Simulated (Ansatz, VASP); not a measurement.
# Cd3HgTe4 in VASP and in Ansatz

```
CELL_PARAMETERS angstrom
6.61470 -0.01347 0.01818
-0.01378 6.63057 -0.00259
0.01907 -0.00256 6.62881
ATOMIC_POSITIONS crystal
Cd 0.99983 0.50040 0.49989
Cd 0.49991 0.00253 0.49937
Cd 0.50009 0.50074 0.99774
Hg 0.00006 0.99884 0.00120
Te 0.74840 0.74816 0.25160
Te 0.75027 0.24940 0.75040
Te 0.25082 0.74913 0.74920
Te 0.25062 0.25079 0.25061
```

Change from the starting cell: cell x1, atoms moved at random (sigma 0.1 Å) and cell strained at random (1.5 %), then relaxed without symmetry.

Alike in both runs: functional PBE; k mesh 4 × 4 × 4; occupations gaussian, width 0.2 eV; no spin polarisation.

Ansatz relaxed the structure, and its values are those at the end. VASP's run is a single point on that final structure, the one shown.

|  | VASP | Ansatz |
| --- | --- | --- |
| version | VASP 6.6.1 | Ansatz 0.2.0 |
| potentials or method | VASP PAW PBE potentials, release 64 (Cd, Hg, Te), cutoff 520 eV | scalar-relativistic, plane waves, PAW |
| valence electrons in the cell | 72 | 144 |

VASP gave:

```
gap on the k mesh at the Fermi level (eV) : 0.17
least direct gap on the mesh (eV)         : 0.17
pressure (GPa)                            : 0.1
rms of the force components (eV/Å)        : 0.010
```

Q: Which values does Ansatz return?

A: gap on the k mesh at the Fermi level (eV): 0.17; least direct gap on the mesh (eV): 0.17; pressure (GPa): 0.0; rms of the force components (eV/Å): 0.010.

VASP's potentials hold 72 valence electrons a cell and Ansatz's 144, so a difference there can come from the potentials and not from the codes.

Neither program's run includes spin-orbit coupling.
